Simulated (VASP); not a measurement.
# WSe3 (Pm-3m) in VASP: notebook

The runs below take WSe3 through single point, with PBEsol.

All numbers are computed with VASP 6.6.1; they aren't measurements. Logs are shortened: lines on timing, memory, paths and dates and some standing lists are left out, and cuts for length are marked.

### 1 The cell of the first run

The structure is cubic, space group Pm-3m (No. 221). The conventional cell has a = 4.891 Å, b = 4.891 Å, c = 4.891 Å, α = 90.00°, β = 90.00°, γ = 90.00°. W (site symmetry m-3m) has 6 Se at 2.45 Å within 3.2 Å. Se (site symmetry 4/mmm) has 2 W at 2.45 Å within 3.2 Å.

### 2 Single point, PBEsol

Contents of INCAR:

```
PREC = Accurate ; ENCUT = 520
EDIFF = 1E-6 ; ISMEAR = -1
SIGMA = 0.15 ; LREAL = F
LASPH = T ; NELM = 80
ALGO = Normal ; ISIF = 2
LWAVE = F ; LCHARG = F
GGA = PS ; NBANDS = 24
```

Contents of KPOINTS:

```
regular mesh
0
Gamma
  10 10 10
```

Contents of POSCAR:

```
WSe3
1.0
    4.8914385674      0.0000000000      0.0000000000
    0.0000000000      4.8914385674      0.0000000000
    0.0000000000      0.0000000000      4.8914385674
W Se
1 3
Direct
    0.0000000000      0.0000000000      0.0000000000
    0.0000000000      0.0000000000      0.5000000000
    0.0000000000      0.5000000000      0.0000000000
    0.5000000000      0.0000000000      0.0000000000
```

Potentials or basis: VASP PAW PBE potentials, release 64 (W_sv, Se).

Run with:

```sh
$ cat potpaw_PBE.64/W_sv/POTCAR potpaw_PBE.64/Se/POTCAR > POTCAR
$ mpirun -np 1 vasp_std > vasp.out
```

OUTCAR:

```text
PREC = Accurate
   ENCUT = 520
   EDIFF = 1E-6
   ISMEAR = -1
   LREAL = F
   LASPH = T
   NELM = 80
   ISIF = 2
   GGA = PS

 ion  position               nearest neighbor table
   1  0.000  0.000  0.000-   2 2.45   3 2.45   4 2.45   2 2.45   3 2.45   4 2.45
   2  0.000  0.000  0.500-   1 2.45   1 2.45
   3  0.000  0.500  0.000-   1 2.45   1 2.45
   4  0.500  0.000  0.000-   1 2.45   1 2.45

  LATTYP: Found a simple cubic cell.
 ALAT       =     4.8914385674

  Lattice vectors:

 A1 = (   4.8914385674,   0.0000000000,   0.0000000000)
 A2 = (   0.0000000000,   4.8914385674,   0.0000000000)
 A3 = (   0.0000000000,   0.0000000000,   4.8914385674)

Analysis of symmetry for initial positions (statically):
=====================================================================
 Subroutine PRICEL returns:
 Original cell was already a primitive cell.

 Routine SETGRP: Setting up the symmetry group for a
 simple cubic supercell.

 Subroutine GETGRP returns: Found 48 space group operations
 (whereof 48 operations were pure point group operations)
 out of a pool of 48 trial point group operations.

The static configuration has the point symmetry O_h .

Analysis of symmetry for dynamics (positions and initial velocities):
=====================================================================
 Subroutine PRICEL returns:
 Original cell was already a primitive cell.

 Routine SETGRP: Setting up the symmetry group for a
 simple cubic supercell.

 Subroutine GETGRP returns: Found 48 space group operations
 (whereof 48 operations were pure point group operations)
 out of a pool of 48 trial point group operations.

The dynamic configuration has the point symmetry O_h .

 Subroutine INISYM returns: Found 48 space group operations
 (whereof 48 operations are pure point group operations),
 and found     1 'primitive' translations

----------------------------------------------------------------------------------------

                                     Primitive cell

  volume of cell :     117.0334

  direct lattice vectors                    reciprocal lattice vectors
     4.891438567  0.000000000  0.000000000     0.204438835  0.000000000  0.000000000
[... 84 lines left out ...]
   ISPIN  =      1    spin polarized calculation?
   LNONCOLLINEAR =      F non collinear calculations
   LSORBIT =      F    spin-orbit coupling
   LASPH  =      T    aspherical Exc in radial PAW
   ENCUT  =  520.0 eV  38.22 Ry    6.18 a.u.   9.09  9.09  9.09*2*pi/ulx,y,z
   NELM   =     80;   NELMIN=  2; NELMDL= -5     # of ELM steps
   EDIFF  = 0.1E-05   stopping-criterion for ELM
   LREAL  =      F    real-space projection
   EDIFFG = 0.1E-04   stopping-criterion for IOM
   NSW    =      0    number of steps for IOM
   IBRION =     -1    ionic relax: 0-MD 1-quasi-New 2-CG
   NFREE  =      0    steps in history (QN), initial steepest desc. (CG)
   ISIF   =      2    stress and relaxation
   ISYM   =      2    0-nonsym 1-usesym 2-fastsym
   POTIM  = 0.5000    time-step for ionic-motion
   TEBEG  =    0.0;   TEEND  =   0.0 temperature during run
   PSTRESS=    0.0 pullay stress
   NELECT =      32.0000    total number of electrons
   NUPDOWN=      -1.0000    fix difference up-down
   EMIN   =  10.00;   EMAX   =-10.00  energy-range for DOS
   EFERMI =   0.00;   METHOD = LEGACY
   ISMEAR =    -1;   SIGMA  =   0.15  broadening in eV -4-tet -1-fermi 0-gaus
   EFERMI_NEDOS =   21; number of points for ismear=-14 and -15
   IALGO  =     38    algorithm
   IMIX   =      4    mixing-type and parameters
     AMIX     =   0.40;   BMIX     =  1.00
     AMIX_MAG =   1.60;   BMIX_MAG =  1.00
  volume/ion in A,a.u.               =      29.26       197.45
  Fermi-wavevector in a.u.,A,eV,Ry     =   1.062563  2.007954 15.361538  1.129041
  Thomas-Fermi vector in A             =   2.198018
   LORBIT       =      0    0 simple, 1 ext, 2 COOP (PROOUT), +10 PAW based schemes
   GGA     = PS    functional components
   LHFCALC =     F    Hartree Fock is set to
   AEXX    =    0.0000 exact exchange contribution
   IVDW    =     0    specifies the selected vdW correction
   LEPSILON=     F    determine dielectric tensor
   LRPA    =     F    only Hartree local field effects (RPA)
 non-spin polarized calculation
  energy-cutoff  :      520.00
  volume of cell :      117.03
 maximum number of plane-waves:      3178
   NGX = 19   NGY = 19   NGZ = 19

 number of electron      32.0000007 magnetization

 Free energy of the ion-electron system (eV)
  ---------------------------------------------------
  ext. energy  EPLUGINS =         0.00000000
  ---------------------------------------------------
  free energy    TOTEN  =       -24.45726930 eV

  energy without entropy =      -24.25176137  energy(sigma->0) =      -24.35451533

 E-fermi :   2.4422     XC(G=0):  -8.6346

 val. band max:        2.4359842632   @ k =   0.5000   0.3000   0.3000
 cond. band min:       2.5390195959   @ k =   0.2000   0.2000   0.1000
 fundamental gap:      0.1030353327
 Fermi energy:         2.4421733257

 k-point     1 :       0.0000    0.0000    0.0000
  band No.  band energies     occupation
      1     -72.7280      2.00000
      2     -36.9472      2.00000
      3     -36.9472      2.00000
      4     -36.9472      2.00000
      5     -11.8898      2.00000
      6     -10.3539      2.00000
[... 637 lines left out ...]
     23       9.2000      0.00000
     24      10.0229      0.00000

 [... further k-points ...]

------------------------ aborting loop because EDIFF is reached ----------------------------------------

  FORCE on cell =-STRESS in cart. coord.  units (eV):
  Direction    XX          YY          ZZ          XY          YZ          ZX
  --------------------------------------------------------------------------------------
  -------------------------------------------------------------------------------------
  Total        0.1317973      0.1317973      0.1317973      0.0000000      0.0000000      0.0000000
  in kB        1.8042942      1.8042942      1.8042942      0.0000000      0.0000000      0.0000000
  external PRESSURE =       1.8042942 kB  Pullay stress =       0.0000000 kB

 VOLUME and BASIS-vectors are now :
 -----------------------------------------------------------------------------
  energy-cutoff  :      520.00
  volume of cell :      117.03
      direct lattice vectors                 reciprocal lattice vectors
     4.891438567  0.000000000  0.000000000     0.204438835  0.000000000  0.000000000
     0.000000000  4.891438567  0.000000000     0.000000000  0.204438835  0.000000000
     0.000000000  0.000000000  4.891438567     0.000000000  0.000000000  0.204438835

 POSITION                                       TOTAL-FORCE (eV/Angst)
 -----------------------------------------------------------------------------------
      0.00000      0.00000      0.00000         0.000000      0.000000      0.000000
      0.00000      0.00000      2.44572         0.000000      0.000000      0.000000
      0.00000      2.44572      0.00000         0.000000      0.000000      0.000000
      2.44572      0.00000      0.00000         0.000000      0.000000      0.000000
 -----------------------------------------------------------------------------------
    total drift:                               -0.000000     -0.000000     -0.000000

  FREE ENERGIE OF THE ION-ELECTRON SYSTEM (eV)
  ---------------------------------------------------
  free  energy   TOTEN  =       -24.4572692958 eV

  energy  without entropy=      -24.2517613732  energy(sigma->0) =      -24.35451533
```

OSZICAR:

```text
N       E                     dE             d eps       ncg     rms          rms(c)
DAV:   1     0.226999864331E+03    0.22700E+03   -0.14432E+04  2816   0.121E+03
DAV:   2    -0.120106355010E+02   -0.23901E+03   -0.22616E+03  3280   0.293E+02
DAV:   3    -0.262130208173E+02   -0.14202E+02   -0.13844E+02  3408   0.672E+01
DAV:   4    -0.264480224869E+02   -0.23500E+00   -0.23471E+00  3248   0.956E+00
DAV:   5    -0.264515525473E+02   -0.35301E-02   -0.35295E-02  3400   0.126E+00    0.223E+01
DAV:   6    -0.254407679007E+02    0.10108E+01   -0.63717E+00  3080   0.207E+01    0.736E+00
DAV:   7    -0.246211174576E+02    0.81965E+00   -0.32440E+00  3000   0.130E+01    0.714E+00
DAV:   8    -0.244563034637E+02    0.16481E+00   -0.30660E-01  2960   0.464E+00    0.625E-01
DAV:   9    -0.244565215017E+02   -0.21804E-03   -0.23076E-02  3200   0.829E-01    0.375E-01
DAV:  10    -0.244569090611E+02   -0.38756E-03   -0.19557E-03  3008   0.385E-01    0.171E-01
DAV:  11    -0.244571659608E+02   -0.25690E-03   -0.50273E-04  2864   0.160E-01    0.203E-02
DAV:  12    -0.244572388408E+02   -0.72880E-04   -0.55561E-05  3136   0.395E-02    0.135E-02
DAV:  13    -0.244572678635E+02   -0.29023E-04   -0.31440E-05  2864   0.330E-02    0.611E-03
DAV:  14    -0.244572690163E+02   -0.11528E-05   -0.98283E-07  2776   0.712E-03    0.391E-03
DAV:  15    -0.244572692958E+02   -0.27952E-06   -0.43662E-07  2088   0.475E-03
   1 F= -.24457269E+02 E0= -.24354515E+02  d E =-.205508E+00
```

stdout:

```text
POSCAR found type information on POSCAR W Se
 POSCAR found :  2 types and       4 ions
 scaLAPACK will be used
 -----------------------------------------------------------------------------
|                                                                             |
|                                                                             |
|     You enforced a specific xc type in the INCAR file but a different       |
|     I HOPE YOU KNOW WHAT YOU ARE DOING!                                     |
|                                                                             |
 -----------------------------------------------------------------------------

 LDA part: xc-table for (Slater+PW92), standard interpolation
 POSCAR, INCAR and KPOINTS ok, starting setup
 FFT: planning ... GRIDC
 FFT: planning ... GRID_SOFT
 FFT: planning ... GRID
 WAVECAR not read
 entering main loop
```

It took 2.1 min on 1 thread of AMD EPYC 9R45 (Zen 5), shared host; peak memory 0.26 GiB.

Results:

```
Free energy            : -24.4573 eV
Pressure               : 0.2 GPa
Band gap on the k mesh : zero (band 16 reaches 2.95 eV, above the bottom of band 17 at 1.61 eV)
```

Caveat: the PAW data sets were made with another functional, which shifts forces and pressure a little; spin-orbit coupling is left out, which moves the levels of the heavy elements.

### 3 Single point, PBEsol (volume scaled by 1.02)

Contents of INCAR:

```
SYSTEM = WSe3
ALGO     = Normal         ! electronic algorithm
EDIFF    = 1E-6           ! SCF threshold, eV
ENCUT    = 520            ! plane-wave cutoff, eV
GGA      = PS             ! functional
ISIF     = 2              ! what is computed and relaxed
ISMEAR   = -1             ! smearing method
LASPH    = .True.         ! aspherical terms in the spheres
LCHARG   = .True.         ! write CHGCAR
LELF     = .True.         ! ELF
LREAL    = .False.        ! projectors in reciprocal space
LVHAR    = .True.       
LWAVE    = .False.        ! write WAVECAR
NBANDS   = 24             ! bands
NELM     = 60             ! most SCF steps
PREC     = Accurate       ! precision mode
SIGMA    = 0.15           ! smearing width, eV
```

Contents of KPOINTS:

```
k-points
0
Gamma
  10 10 10
  0 0 0
```

Contents of POSCAR:

```
WSe3
1.0
    4.9238331444      0.0000000000      0.0000000000
    0.0000000000      4.9238331444      0.0000000000
    0.0000000000      0.0000000000      4.9238331444
W Se
1 3
Direct
    0.0000000000      0.0000000000      0.0000000000
    0.0000000000      0.0000000000      0.5000000000
    0.0000000000      0.5000000000      0.0000000000
    0.5000000000      0.0000000000      0.0000000000
```

Potentials or basis: VASP PAW PBE potentials, release 64 (W_sv, Se).

Run with:

```sh
$ cat potpaw_PBE.64/W_sv/POTCAR potpaw_PBE.64/Se/POTCAR > POTCAR
$ mpirun -np 1 vasp_std > vasp.out
```

OUTCAR:

```text
SYSTEM = WSe3
   EDIFF = 1E-6
   ENCUT = 520
   GGA = PS
   ISIF = 2
   ISMEAR = -1
   LASPH = .True.
   LREAL = .False.
   NELM = 60
   PREC = Accurate

 ion  position               nearest neighbor table
   1  0.000  0.000  0.000-   2 2.46   3 2.46   4 2.46   2 2.46   3 2.46   4 2.46
   2  0.000  0.000  0.500-   1 2.46   1 2.46
   3  0.000  0.500  0.000-   1 2.46   1 2.46
   4  0.500  0.000  0.000-   1 2.46   1 2.46

  LATTYP: Found a simple cubic cell.
 ALAT       =     4.9238331444

  Lattice vectors:
[... 843 lines left out ...]
  Direction    XX          YY          ZZ          XY          YZ          ZX
  --------------------------------------------------------------------------------------
  -------------------------------------------------------------------------------------
  Total       -1.0320743     -1.0320743     -1.0320743      0.0000000      0.0000000     -0.0000000
  in kB      -13.8519711    -13.8519711    -13.8519711      0.0000000      0.0000000     -0.0000000
  external PRESSURE =     -13.8519711 kB  Pullay stress =       0.0000000 kB

 VOLUME and BASIS-vectors are now :
 -----------------------------------------------------------------------------
  energy-cutoff  :      520.00
  volume of cell :      119.37
      direct lattice vectors                 reciprocal lattice vectors
     4.923833144  0.000000000  0.000000000     0.203093803  0.000000000  0.000000000
     0.000000000  4.923833144  0.000000000     0.000000000  0.203093803  0.000000000
     0.000000000  0.000000000  4.923833144     0.000000000  0.000000000  0.203093803

 POSITION                                       TOTAL-FORCE (eV/Angst)
 -----------------------------------------------------------------------------------
      0.00000      0.00000      0.00000         0.000000      0.000000      0.000000
      0.00000      0.00000      2.46192         0.000000      0.000000      0.000000
      0.00000      2.46192      0.00000         0.000000      0.000000      0.000000
      2.46192      0.00000      0.00000         0.000000      0.000000      0.000000
 -----------------------------------------------------------------------------------
    total drift:                               -0.000000     -0.000000     -0.000000

  FREE ENERGIE OF THE ION-ELECTRON SYSTEM (eV)
  ---------------------------------------------------
  free  energy   TOTEN  =       -24.4485101467 eV

  energy  without entropy=      -24.2377189232  energy(sigma->0) =      -24.34311453
```

OSZICAR:

```text
N       E                     dE             d eps       ncg     rms          rms(c)
DAV:   1     0.214970594727E+03    0.21497E+03   -0.14451E+04  2920   0.121E+03
DAV:   2    -0.126492777103E+02   -0.22762E+03   -0.21510E+03  3240   0.284E+02
DAV:   3    -0.263314364436E+02   -0.13682E+02   -0.13385E+02  3400   0.656E+01
DAV:   4    -0.265554793865E+02   -0.22404E+00   -0.22349E+00  3208   0.921E+00
DAV:   5    -0.265588961121E+02   -0.34167E-02   -0.34159E-02  3496   0.122E+00    0.215E+01
DAV:   6    -0.256025496140E+02    0.95635E+00   -0.68456E+00  3056   0.213E+01    0.755E+00
DAV:   7    -0.246172414724E+02    0.98531E+00   -0.37931E+00  3000   0.137E+01    0.692E+00
DAV:   8    -0.244483600380E+02    0.16888E+00   -0.33437E-01  2936   0.475E+00    0.641E-01
DAV:   9    -0.244480040570E+02    0.35598E-03   -0.24892E-02  3264   0.848E-01    0.396E-01
DAV:  10    -0.244481949693E+02   -0.19091E-03   -0.22567E-03  3024   0.413E-01    0.178E-01
DAV:  11    -0.244484008966E+02   -0.20593E-03   -0.57225E-04  2840   0.174E-01    0.198E-02
DAV:  12    -0.244484755345E+02   -0.74638E-04   -0.56896E-05  3128   0.418E-02    0.113E-02
DAV:  13    -0.244485086897E+02   -0.33155E-04   -0.33677E-05  2824   0.341E-02    0.696E-03
DAV:  14    -0.244485098578E+02   -0.11680E-05   -0.10889E-06  2808   0.787E-03    0.358E-03
DAV:  15    -0.244485101467E+02   -0.28890E-06   -0.48537E-07  2032   0.507E-03
   1 F= -.24448510E+02 E0= -.24343115E+02  d E =-.210791E+00
```

stdout:

```text
POSCAR found type information on POSCAR W Se
 POSCAR found :  2 types and       4 ions
 scaLAPACK will be used
 -----------------------------------------------------------------------------
|                                                                             |
|                                                                             |
|     You enforced a specific xc type in the INCAR file but a different       |
|     I HOPE YOU KNOW WHAT YOU ARE DOING!                                     |
|                                                                             |
 -----------------------------------------------------------------------------

 LDA part: xc-table for (Slater+PW92), standard interpolation
 POSCAR, INCAR and KPOINTS ok, starting setup
 FFT: planning ... GRIDC
 FFT: planning ... GRID_SOFT
 FFT: planning ... GRID
 WAVECAR not read
 entering main loop
```

It took 2.4 min on 1 thread of AMD EPYC 9R45 (Zen 5), shared host; peak memory 0.28 GiB.

Results:

| Item | Value |
| --- | --- |
| Free energy | -24.4485 eV |
| Pressure | -1.4 GPa |
| Band gap on the k mesh | zero (band 16 reaches 2.75 eV, above the bottom of band 17 at 1.45 eV) |

Caveat: the PAW data sets were made with another functional, which shifts forces and pressure a little; spin-orbit coupling is left out, which moves the levels of the heavy elements.
